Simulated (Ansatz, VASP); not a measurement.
## ZnSe: VASP beside Ansatz

```xyz
2
Lattice="0.0000 2.8324 2.8324 2.8324 0.0000 2.8324 2.8324 2.8324 0.0000" Properties=species:S:1:pos:R:3 pbc="T T T"
Zn    0.0000    0.0000    0.0000
Se    1.4162    1.4162    1.4162
```

Alike in both runs: task single point; functional r2SCAN; k mesh 6 × 6 × 6; no spin polarisation.

|  | VASP | Ansatz |
| --- | --- | --- |
| version | VASP 6.6.1 | Ansatz 0.2.0 |
| potentials or method | VASP PAW PBE potentials, release 64 (Zn, Se) | plane waves, PAW |
| plane-wave cutoff (eV) | 520 | 500 |
| occupations | gaussian, width 0.01 eV | fixed |
| valence electrons in the cell | 18 | 28 |

```tsv
	VASP	Ansatz	Ansatz less VASP
gap on the k mesh at the Fermi level (eV)	1.87	1.87	-0.004
pressure (GPa)	0.1	0.0	-0.10
```

VASP's potentials were made for PBE, not for r2SCAN. VASP's potentials hold 18 valence electrons a cell and Ansatz's 28, so a difference there can come from the potentials and not from the codes.
